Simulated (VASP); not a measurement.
# Ga3Se (Pm-3m) in VASP: a series of runs

Runs on Ga3Se. Level: LDA. Tasks: single point.

All numbers are computed with VASP 6.6.1; they aren't measurements. Logs are shortened: lines on timing, memory, paths and dates and some standing lists are left out, and cuts for length are marked.

**1. The cell of the first run**

The structure is cubic, space group Pm-3m (No. 221). Conventional cell: a = 4.403 Å, b = 4.403 Å, c = 4.403 Å, α = 90.00°, β = 90.00°, γ = 90.00°. Se (site symmetry m-3m) has 12 Ga at 3.11 Å within 4.1 Å. Ga (site symmetry 4/mmm) has 4 Se at 3.11 Å and 8 Ga at 3.11 Å within 4.1 Å.

**2. Single point, LDA (21.34 Å³/atom)**

INCAR

```
SYSTEM = Ga3Se
PREC     = Accurate       ! precision mode
ENCUT    = 520            ! plane-wave cutoff, eV
EDIFF    = 1E-6           ! SCF threshold, eV
ISMEAR   = -1             ! smearing method
SIGMA    = 0.05           ! smearing width, eV
LREAL    = .False.        ! projectors in reciprocal space
LASPH    = .True.         ! aspherical terms in the spheres
NELM     = 60             ! most SCF steps
ALGO     = Normal         ! electronic algorithm
ISIF     = 2              ! what is computed and relaxed
LWAVE    = .False.        ! write WAVECAR
LCHARG   = .False.        ! write CHGCAR
GGA      = CA             ! functional
NBANDS   = 30             ! bands
```

KPOINTS

```
Automatic mesh
0
Gamma
  6 6 6
  0 0 0
```

POSCAR

```
Ga3Se
1.0
    4.4027160164      0.0000000000      0.0000000000
    0.0000000000      4.4027160164      0.0000000000
    0.0000000000      0.0000000000      4.4027160164
Se Ga
1 3
Direct
    0.0000000000      0.0000000000      0.0000000000
    0.5000000000      0.5000000000      0.0000000000
    0.5000000000      0.0000000000      0.5000000000
    0.0000000000      0.5000000000      0.5000000000
```

Potentials or basis: VASP PAW LDA potentials, release 64 (Se, Ga_d).

Started as:

```
$ cat potpaw_LDA.64/Se/POTCAR potpaw_LDA.64/Ga_d/POTCAR > POTCAR
$ mpirun -np 1 vasp_std > vasp.out
```

OUTCAR:

```text
SYSTEM = Ga3Se
   PREC = Accurate
   ENCUT = 520
   EDIFF = 1E-6
   ISMEAR = -1
   LREAL = .False.
   LASPH = .True.
   NELM = 60
   ISIF = 2
   GGA = CA

 ion  position               nearest neighbor table
   1  0.000  0.000  0.000-
   2  0.500  0.500  0.000-
   3  0.500  0.000  0.500-
   4  0.000  0.500  0.500-

  LATTYP: Found a simple cubic cell.
 ALAT       =     4.4027160164

  Lattice vectors:

 A1 = (   4.4027160164,   0.0000000000,   0.0000000000)
 A2 = (   0.0000000000,   4.4027160164,   0.0000000000)
 A3 = (   0.0000000000,   0.0000000000,   4.4027160164)

Analysis of symmetry for initial positions (statically):
=====================================================================
 Subroutine PRICEL returns:
 Original cell was already a primitive cell.

 Routine SETGRP: Setting up the symmetry group for a
 simple cubic supercell.

 Subroutine GETGRP returns: Found 48 space group operations
 (whereof 48 operations were pure point group operations)
 out of a pool of 48 trial point group operations.

The static configuration has the point symmetry O_h .

Analysis of symmetry for dynamics (positions and initial velocities):
=====================================================================
 Subroutine PRICEL returns:
 Original cell was already a primitive cell.

 Routine SETGRP: Setting up the symmetry group for a
 simple cubic supercell.

 Subroutine GETGRP returns: Found 48 space group operations
 (whereof 48 operations were pure point group operations)
 out of a pool of 48 trial point group operations.

The dynamic configuration has the point symmetry O_h .

 Subroutine INISYM returns: Found 48 space group operations
 (whereof 48 operations are pure point group operations),
 and found     1 'primitive' translations

----------------------------------------------------------------------------------------

                                     Primitive cell

  volume of cell :      85.3418

  direct lattice vectors                    reciprocal lattice vectors
     4.402716016  0.000000000  0.000000000     0.227132524  0.000000000  0.000000000
     0.000000000  4.402716016  0.000000000     0.000000000  0.227132524  0.000000000
     0.000000000  0.000000000  4.402716016     0.000000000  0.000000000  0.227132524

  length of vectors
[... 76 lines left out ...]
   LNONCOLLINEAR =      F non collinear calculations
   LSORBIT =      F    spin-orbit coupling
   LASPH  =      T    aspherical Exc in radial PAW
   ENCUT  =  520.0 eV  38.22 Ry    6.18 a.u.   8.19  8.19  8.19*2*pi/ulx,y,z
   NELM   =     60;   NELMIN=  2; NELMDL= -5     # of ELM steps
   EDIFF  = 0.1E-05   stopping-criterion for ELM
   LREAL  =      F    real-space projection
   EDIFFG = 0.1E-04   stopping-criterion for IOM
   NSW    =      0    number of steps for IOM
   IBRION =     -1    ionic relax: 0-MD 1-quasi-New 2-CG
   NFREE  =      0    steps in history (QN), initial steepest desc. (CG)
   ISIF   =      2    stress and relaxation
   ISYM   =      2    0-nonsym 1-usesym 2-fastsym
   POTIM  = 0.5000    time-step for ionic-motion
   TEBEG  =    0.0;   TEEND  =   0.0 temperature during run
   PSTRESS=    0.0 pullay stress
   NELECT =      45.0000    total number of electrons
   NUPDOWN=      -1.0000    fix difference up-down
   EMIN   =  10.00;   EMAX   =-10.00  energy-range for DOS
   EFERMI =   0.00;   METHOD = LEGACY
   ISMEAR =    -1;   SIGMA  =   0.05  broadening in eV -4-tet -1-fermi 0-gaus
   EFERMI_NEDOS =   21; number of points for ismear=-14 and -15
   IALGO  =     38    algorithm
   IMIX   =      4    mixing-type and parameters
     AMIX     =   0.40;   BMIX     =  1.00
     AMIX_MAG =   1.60;   BMIX_MAG =  1.00
  volume/ion in A,a.u.               =      21.34       143.98
  Fermi-wavevector in a.u.,A,eV,Ry     =   1.322589  2.499331 23.799887  1.749242
  Thomas-Fermi vector in A             =   2.452259
   LORBIT       =      0    0 simple, 1 ext, 2 COOP (PROOUT), +10 PAW based schemes
   GGA     = CA    functional components
   LHFCALC =     F    Hartree Fock is set to
   AEXX    =    0.0000 exact exchange contribution
   IVDW    =     0    specifies the selected vdW correction
   LEPSILON=     F    determine dielectric tensor
   LRPA    =     F    only Hartree local field effects (RPA)
 non-spin polarized calculation
  energy-cutoff  :      520.00
  volume of cell :       85.34
 maximum number of plane-waves:      2325
 NGX is ok and might be reduce to    36
   NGX = 17   NGY = 17   NGZ = 17

 number of electron      44.9999958 magnetization

 Free energy of the ion-electron system (eV)
  ---------------------------------------------------
  ext. energy  EPLUGINS =         0.00000000
  ---------------------------------------------------
  free energy    TOTEN  =       -14.87285145 eV

  energy without entropy =      -14.86286966  energy(sigma->0) =      -14.86786055

 E-fermi :   4.5998     XC(G=0): -10.6489

 val. band max:        4.5502246936   @ k =   0.5000   0.1667   0.0000
 cond. band min:       4.7271995208   @ k =   0.5000   0.3333   0.1667
 fundamental gap:      0.1769748272
 Fermi energy:         4.5998201033

 k-point     1 :       0.0000    0.0000    0.0000
  band No.  band energies     occupation
      1     -10.5182      2.00000
      2     -10.4944      2.00000
      3     -10.4944      2.00000
      4     -10.4944      2.00000
      5     -10.4375      2.00000
      6     -10.4375      2.00000
[... 649 lines left out ...]
     29      13.2008      0.00000
     30      13.2008      0.00000

------------------------ aborting loop because EDIFF is reached ----------------------------------------

  FORCE on cell =-STRESS in cart. coord.  units (eV):
  Direction    XX          YY          ZZ          XY          YZ          ZX
  --------------------------------------------------------------------------------------
  -------------------------------------------------------------------------------------
  Total       -2.2220592     -2.2220592     -2.2220592     -0.0000000     -0.0000000     -0.0000000
  in kB      -41.7161466    -41.7161466    -41.7161466     -0.0000000     -0.0000000     -0.0000000
  external PRESSURE =     -41.7161466 kB  Pullay stress =       0.0000000 kB

 VOLUME and BASIS-vectors are now :
 -----------------------------------------------------------------------------
  energy-cutoff  :      520.00
  volume of cell :       85.34
      direct lattice vectors                 reciprocal lattice vectors
     4.402716016  0.000000000  0.000000000     0.227132524  0.000000000  0.000000000
     0.000000000  4.402716016  0.000000000     0.000000000  0.227132524  0.000000000
     0.000000000  0.000000000  4.402716016     0.000000000  0.000000000  0.227132524

 POSITION                                       TOTAL-FORCE (eV/Angst)
 -----------------------------------------------------------------------------------
      0.00000      0.00000      0.00000         0.000000      0.000000      0.000000
      2.20136      2.20136      0.00000         0.000000      0.000000      0.000000
      2.20136      0.00000      2.20136         0.000000      0.000000      0.000000
      0.00000      2.20136      2.20136         0.000000      0.000000      0.000000
 -----------------------------------------------------------------------------------
    total drift:                                0.000000      0.000000      0.000000

  FREE ENERGIE OF THE ION-ELECTRON SYSTEM (eV)
  ---------------------------------------------------
  free  energy   TOTEN  =       -14.8728514500 eV

  energy  without entropy=      -14.8628696587  energy(sigma->0) =      -14.86786055
```

OSZICAR:

```text
N       E                     dE             d eps       ncg     rms          rms(c)
DAV:   1     0.310134994792E+03    0.31013E+03   -0.21861E+04  1244   0.243E+03
DAV:   2     0.252780800158E+02   -0.28486E+03   -0.27577E+03  1220   0.523E+02
DAV:   3    -0.133988288364E+02   -0.38677E+02   -0.37473E+02  1376   0.140E+02
DAV:   4    -0.149865821237E+02   -0.15878E+01   -0.15764E+01  1418   0.294E+01
DAV:   5    -0.150226891177E+02   -0.36107E-01   -0.36063E-01  1356   0.436E+00    0.325E+00
DAV:   6    -0.148866905845E+02    0.13600E+00   -0.36709E-01  1616   0.604E+00    0.191E+00
DAV:   7    -0.148767626162E+02    0.99280E-02   -0.49618E-02  1346   0.115E+00    0.786E-01
DAV:   8    -0.148730052112E+02    0.37574E-02   -0.77631E-03  1480   0.624E-01    0.836E-02
DAV:   9    -0.148728493618E+02    0.15585E-03   -0.13652E-03  1488   0.279E-01    0.409E-02
DAV:  10    -0.148728510622E+02   -0.17004E-05   -0.17264E-04  1506   0.142E-01    0.103E-02
DAV:  11    -0.148728514289E+02   -0.36672E-06   -0.25094E-05  1464   0.476E-02    0.799E-03
DAV:  12    -0.148728514500E+02   -0.21080E-07   -0.28488E-06  1280   0.114E-02
   1 F= -.14872851E+02 E0= -.14867861E+02  d E =-.998179E-02
```

stdout:

```text
POSCAR found type information on POSCAR SeGa
 POSCAR found :  2 types and       4 ions
 scaLAPACK will be used
 LDA part: xc-table for (Slater(with rela. corr.)+CA(PZ))
 , standard interpolation
 POSCAR, INCAR and KPOINTS ok, starting setup
 FFT: planning ... GRIDC
 FFT: planning ... GRID_SOFT
 FFT: planning ... GRID
 WAVECAR not read
 entering main loop
```

Run time: 46 s. Hardware: 1 thread of Intel Xeon 8259CL, shared host; peak memory 0.19 GiB.

What came out:

- Free energy: -14.8729 eV
- Pressure: -4.2 GPa
- Band gap on the k mesh: zero (an odd number of electrons rules out a gap without spin polarisation)

Levels at points of the mesh, in eV from the Fermi level:
```
           k point  band 20  band 21  band 22  band 23  band 24  band 25  band 26  band 27
(0.00, 0.00, 0.00)    -3.76    -2.88    -2.88     1.64     1.64     1.64     4.40     4.40
(0.50, 0.00, 0.00)    -2.80    -2.20    -1.01    -0.28    -0.28     1.16     4.05     4.21
(0.50, 0.50, 0.00)    -2.14    -0.81    -0.69    -0.69     1.38     1.65     1.65     1.88
(0.50, 0.50, 0.50)    -4.93    -4.93    -4.93    -3.53     4.04     4.04     4.04     8.57
```

Caveat: the cell stands under tension.

**3. Single point, LDA (21.77 Å³/atom)**

This run uses another cell than the first one, of 21.77 Å³/atom.

INCAR

```
SYSTEM = Ga3Se
PREC = Accurate
ENCUT = 520
EDIFF = 1E-6
ISMEAR = -1
SIGMA = 0.05
LREAL = .False.
LASPH = .True.
NELM = 60
ALGO = Normal
ISIF = 2
LWAVE = .False.
LCHARG = .False.
NBANDS = 30
```

KPOINTS

```
regular mesh
0
Gamma
  6 6 6
  0 0 0
```

POSCAR

```
Ga3Se
1.0
    4.4324650000      0.0000000000      0.0000000000
    0.0000000000      4.4324650000      0.0000000000
    0.0000000000      0.0000000000      4.4324650000
Se Ga
1 3
Direct
    0.0000000000      0.0000000000      0.0000000000
    0.5000000000      0.5000000000      0.0000000000
    0.5000000000      0.0000000000      0.5000000000
    0.0000000000      0.5000000000      0.5000000000
```

Potentials or basis: VASP PAW LDA potentials, release 64 (Se, Ga_d).

Started as:

```
$ cat potpaw_LDA.64/Se/POTCAR potpaw_LDA.64/Ga_d/POTCAR > POTCAR
$ mpirun -np 1 vasp_std > vasp.out
```

OUTCAR:

```text
SYSTEM = Ga3Se
   PREC = Accurate
   ENCUT = 520
   EDIFF = 1E-6
   ISMEAR = -1
   LREAL = .False.
   LASPH = .True.
   NELM = 60
   ISIF = 2

 ion  position               nearest neighbor table
   1  0.000  0.000  0.000-
   2  0.500  0.500  0.000-
   3  0.500  0.000  0.500-
   4  0.000  0.500  0.500-

[... 849 lines left out ...]
------------------------ aborting loop because EDIFF is reached ----------------------------------------

  FORCE on cell =-STRESS in cart. coord.  units (eV):
  Direction    XX          YY          ZZ          XY          YZ          ZX
  --------------------------------------------------------------------------------------
  -------------------------------------------------------------------------------------
  Total       -2.6327623     -2.6327623     -2.6327623     -0.0000000      0.0000000     -0.0000000
  in kB      -48.4380090    -48.4380090    -48.4380090     -0.0000000      0.0000000     -0.0000000
  external PRESSURE =     -48.4380090 kB  Pullay stress =       0.0000000 kB

 VOLUME and BASIS-vectors are now :
 -----------------------------------------------------------------------------
  energy-cutoff  :      520.00
  volume of cell :       87.08
      direct lattice vectors                 reciprocal lattice vectors
     4.432465000  0.000000000  0.000000000     0.225608098  0.000000000  0.000000000
     0.000000000  4.432465000  0.000000000     0.000000000  0.225608098  0.000000000
     0.000000000  0.000000000  4.432465000     0.000000000  0.000000000  0.225608098

 POSITION                                       TOTAL-FORCE (eV/Angst)
 -----------------------------------------------------------------------------------
      0.00000      0.00000      0.00000         0.000000      0.000000      0.000000
      2.21623      2.21623      0.00000         0.000000      0.000000      0.000000
      2.21623      0.00000      2.21623         0.000000      0.000000      0.000000
      0.00000      2.21623      2.21623         0.000000      0.000000      0.000000
 -----------------------------------------------------------------------------------
    total drift:                                0.000000      0.000000      0.000000

  FREE ENERGIE OF THE ION-ELECTRON SYSTEM (eV)
  ---------------------------------------------------
  free  energy   TOTEN  =       -14.8232094851 eV

  energy  without entropy=      -14.8125145113  energy(sigma->0) =      -14.81786200
```

It took 42 s on 1 thread of Intel Xeon 8259CL, shared host; peak memory 0.19 GiB.

Results:

| Item | Value |
| --- | --- |
| Free energy | -14.8232 eV |
| Pressure | -4.8 GPa |
| Band gap on the k mesh | zero (an odd number of electrons rules out a gap without spin polarisation) |

Levels at points of the mesh, in eV from the Fermi level:
```csv
k point,band 20,band 21,band 22,band 23,band 24,band 25,band 26,band 27
"(0.00, 0.00, 0.00)",-3.68,-2.92,-2.92,1.61,1.61,1.61,4.34,4.34
"(0.50, 0.00, 0.00)",-2.74,-2.27,-1.00,-0.25,-0.25,1.19,3.94,4.14
"(0.50, 0.50, 0.00)",-2.10,-0.79,-0.73,-0.73,1.32,1.66,1.66,1.86
"(0.50, 0.50, 0.50)",-4.82,-4.82,-4.82,-3.45,3.94,3.94,3.94,8.41
```

Caveat: the cell stands under tension.

(Part 1 of 2 ends here.)
